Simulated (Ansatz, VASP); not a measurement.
**GaN: VASP beside Ansatz**

Contents of INCAR:

```
SYSTEM = GaN
PREC = Accurate
ENCUT = 600
EDIFF = 1E-6
ISMEAR = 0
SIGMA = 0.01
LREAL = .FALSE.
LASPH = .TRUE.
NELM = 120
ALGO = Normal
ISIF = 2
LWAVE = .FALSE.
LCHARG = .TRUE.
GGA = PE
LELF = .TRUE.
LVHAR = .TRUE.
NBANDS = 16
GGA_COMPAT = .FALSE.
```

KPOINTS

```
regular mesh
0
G
  4 4 4
  0 0 0
```

Contents of POSCAR:

```
GaN
1.0
    0.0000000000      2.2737365900      2.2737365900
    2.2737365900      0.0000000000      2.2737365900
    2.2737365900      2.2737365900      0.0000000000
Ga N
1 1
Direct
    0.0000000000      0.0000000000      0.0000000000
    0.2500000000      0.2500000000      0.2500000000
```

Input for Ansatz:

```yaml
crystal:
  lattice:
    - [0.0, 2.27373659, 2.27373659]
    - [2.27373659, 0.0, 2.27373659]
    - [2.27373659, 2.27373659, 0.0]
  atoms:
    - { symbol: Ga, position: [0.0, 0.0, 0.0] }
    - { symbol: "N", position: [0.25, 0.25, 0.25] }
basis:
  precision: f64
  xc_grid: 2
  ecutwfc: 700
  ecutrho_ratio: 4
kpoints:
  mp_grid: { grid: [4, 4, 4], shift: [0, 0, 0] }
hamiltonian:
  xc: pbe
  dispersion: none
  pseudopotentials:
    kind: paw
    azcp:
      Ga: "pseudopotentials/Ga.paw.azcp"
      "N": "pseudopotentials/N.paw.azcp"
magnetization:
  spin_polarized: false
scf:
  lower_state_search: "off"
  max_iter: 200
  occupations: { method: fixed }
  convergence: { dr2_threshold: "1e-10 eV" }
output:
  forces: true
  stress: true
  eigenvalues: true
```

Alike in both runs: task single point; functional PBE; k mesh 4 × 4 × 4; no spin polarisation.

|  | VASP | Ansatz |
| --- | --- | --- |
| version | VASP 6.6.1 | Ansatz 0.2.0-dev |
| potentials or method | VASP PAW PBE potentials, release 64 (Ga_d, N), cutoff 600 eV | hard PAW set made for 700 eV |
| occupations | gaussian, width 0.01 eV | fixed |

Ansatz gave:

* gap on the k mesh at the Fermi level (eV): 1.54

Q: Estimate VASP's values.

A: gap on the k mesh at the Fermi level (eV): 1.53.

The k mesh is coarse, so the values compare programs but aren't converged.
